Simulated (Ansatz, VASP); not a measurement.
## Two plane-wave programs on Ga

```
Ga
1.0
     2.65456    0.00000    0.00000
    -1.32728    2.29891    0.00000
     0.00000    0.00000    8.54566
Ga
4
Direct
  0.00000 0.00000 0.00000
  0.33333 0.66667 0.25000
  0.00000 0.00000 0.50000
  0.66667 0.33333 0.75000
```

Alike in both runs: task relaxation of cell and atoms; functional PBE; k mesh 12 × 12 × 4; occupations gaussian, width 0.1 eV; no spin polarisation.

```csv
,VASP,Ansatz
version,VASP 6.6.1,Ansatz 0.2.0
potentials or method,"VASP PAW PBE potentials, release 64 (Ga_d), cutoff 500 eV","scalar-relativistic, plane waves, PAW"
valence electrons in the cell,52,52
```

VASP gave:

```
gap on the k mesh at the Fermi level, each at its own relaxed structure (eV) : none
relaxed volume (Å³/atom)                                                     : 18.89
relaxed cell length with the largest relative difference (Å)                 : 9.681
```

**Question.** Estimate Ansatz's values.

**Answer.** gap on the k mesh at the Fermi level, each at its own relaxed structure (eV): none; relaxed volume (Å³/atom): 18.93; relaxed cell length with the largest relative difference (Å): 9.479.

A gap of «none» marks a metal or a gap that the smearing closes.

Noted on VASP's run: the volume moved by over 15 % at a fixed basis, so the end points are rough.
